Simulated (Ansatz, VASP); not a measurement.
**Two plane-wave programs on MnO**

INCAR

```
ALGO = Normal ; EDIFF = 1E-6
ENCUT = 700 ; GGA = PS
GGA_COMPAT = F ; ISIF = 2
ISMEAR = -1 ; ISPIN = 2
LASPH = T ; LCHARG = F
LDAU = T ; LDAUJ = 0 0
LDAUL = 2 -1 ; LDAUPRINT = 1
LDAUTYPE = 2 ; LDAUU = 5.3 0
LMAXMIX = 4 ; LORBIT = 11
LREAL = F ; LWAVE = F
MAGMOM = 4 0 ; NBANDS = 22
NELM = 200 ; PREC = Accurate
SIGMA = 0.05
```

The input KPOINTS:

```
k-points
0
Gamma
  10 10 10
```

File POSCAR:

```
MnO
1.0
    0.0000000000      2.2239077028      2.2239077028
    2.2239077028      0.0000000000      2.2239077028
    2.2239077028      2.2239077028      0.0000000000
Mn O
1 1
Direct
    0.0000000000      0.0000000000      0.0000000000
    0.5000000000      0.5000000000      0.5000000000
```

File input.yaml:

```yaml
crystal:
  lattice:
    - [0.0, 2.2239077028, 2.2239077028]
    - [2.2239077028, 0.0, 2.2239077028]
    - [2.2239077028, 2.2239077028, 0.0]
  atoms:
    - { symbol: Mn, position: [0.0, 0.0, 0.0], spin: 4.0 }
    - { symbol: O, position: [0.5, 0.5, 0.5] }
hamiltonian:
  xc: pbesol
  pseudopotentials: { kind: paw }
  hubbard: { sites: [{ species: Mn, l: d, u_eff: 5.3 }] }
magnetization:
  spin_polarized: true
kpoints:
  mp_grid: { grid: [10, 10, 10] }
  band_path:
    path:
      - [[0.0, 0.0, 0.0], [0.5, 0.0, 0.5], [0.5, 0.25, 0.75], [0.375, 0.375, 0.75], [0.0, 0.0, 0.0], [0.5, 0.5, 0.5], [0.625, 0.25, 0.625], [0.5, 0.25, 0.75], [0.5, 0.5, 0.5], [0.375, 0.375, 0.75]]
      - [[0.625, 0.25, 0.625], [0.5, 0.0, 0.5]]
    npoints: 14
scf:
  occupations: { method: fermi_dirac, width: 0.05 }
  n_extra_bands: 6
output:
  forces: true
  stress: true
  eigenvalues: true
  fatbands: false
```

Alike in both runs: functional PBEsol; k mesh 10 × 10 × 10; occupations fermi-dirac, width 0.05 eV; collinear spin; Hubbard terms Mn d U = 5.3 eV.

```csv
,VASP,Ansatz
version,VASP 6.6.1,Ansatz 0.2.0
potentials or method,"VASP PAW PBE potentials, release 64 (Mn_sv, O)",Ansatz PAW
plane-wave cutoff (eV),700,420
valence electrons in the cell,21,21
task,single point,band structure
```

VASP gave:

* gap on the k mesh at the Fermi level (eV): 0.34
* least direct gap on the mesh (eV): 2.62
* pressure (GPa): 0.3
* net moment per atom (μB): 2.50
* size of the moment on the site where the two differ most (μB): 4.55

Question: Which values does Ansatz return?

Answer: gap on the k mesh at the Fermi level (eV): 0.22; least direct gap on the mesh (eV): 2.44; pressure (GPa): 4.3; net moment per atom (μB): 2.50; size of the moment on the site where the two differ most (μB): 4.29.

VASP's potentials were made for PBE, not for PBEsol. Site moments also hang on the region over which each program counts them. The programs project onto different local orbitals, so the same U acts differently, and such runs can settle in different states.

Noted on Ansatz's run: the magnetic or orbital state may not be the lowest.
